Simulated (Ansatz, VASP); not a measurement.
**LiW6S in VASP and in Ansatz**

```
Li W S
1.0
     5.17211    0.00000    0.00000
     0.00000    5.17211    0.00000
     0.00000    0.00000    5.17211
Li W S
1 6 1
Direct
  0.50000 0.50000 0.50000
  0.00000 0.50000 0.50000
  0.50000 0.00000 0.50000
  0.50000 0.50000 0.00000
  0.50000 0.00000 0.00000
  0.00000 0.50000 0.00000
  0.00000 0.00000 0.50000
  0.00000 0.00000 0.00000
```

Alike in both runs: task relaxation of cell and atoms; functional PBE; k mesh 8 × 8 × 8; occupations gaussian, width 0.1 eV; no spin polarisation.

```csv
,VASP,Ansatz
version,VASP 6.6.1,Ansatz 0.2.0
potentials or method,"VASP PAW PBE potentials, release 64 (Li_sv, W_sv, S), cutoff 600 eV","scalar-relativistic, plane waves, PAW"
valence electrons in the cell,93,93
```

VASP gave:

| Quantity | Value |
| --- | --- |
| gap on the k mesh at the Fermi level, each at its own relaxed structure (eV) | none |
| relaxed volume (Å³/atom) | 17.22 |
| relaxed cell length with the largest relative difference (Å) | 5.165 |

Task: What did Ansatz give for the same quantities?

Result: gap on the k mesh at the Fermi level, each at its own relaxed structure (eV): none; relaxed volume (Å³/atom): 17.18; relaxed cell length with the largest relative difference (Å): 5.161.

A gap of «none» marks a metal or a gap that the smearing closes.

Spin-orbit coupling is off throughout. Noted on VASP's run: the cutoff is short for stress, so the pressure is rough.
